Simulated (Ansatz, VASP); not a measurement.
# In: VASP beside Ansatz

```
CELL_PARAMETERS angstrom
-1.60417 1.60417 2.44051
1.60417 -1.60417 2.44051
1.60417 1.60417 -2.44051
ATOMIC_POSITIONS crystal
In 0.00000 0.00000 0.00000
```

Change from the starting cell: volume scaled by 0.96, PAW files.

Alike in both runs: task electric field gradients; functional LDA; k mesh 14 × 14 × 14; occupations fermi-dirac, width 0.05 eV; no spin polarisation.

|  | VASP | Ansatz |
| --- | --- | --- |
| version | VASP 6.6.1 | Ansatz 0.2.0 |
| potentials or method | VASP PAW LDA potentials, release 64 (In_d) | PAW with Ansatz's default frozen-core files, scalar-relativistic |
| plane-wave cutoff (eV) | 520 | 420 |
| valence electrons in the cell | 13 | 13 |

```csv
,VASP,Ansatz,Ansatz less VASP
pressure (GPa),-1.0,-1.0,-0.02
"traceless stress, the component that is largest in VASP (GPa)",0.36,0.35,-0.009
size of Vzz on the site where it differs most (V/Å²),23.2,23.1,-0.10
```

LDA's correlation is that of Perdew and Zunger in VASP and of Perdew and Wang (1992) in Ansatz.
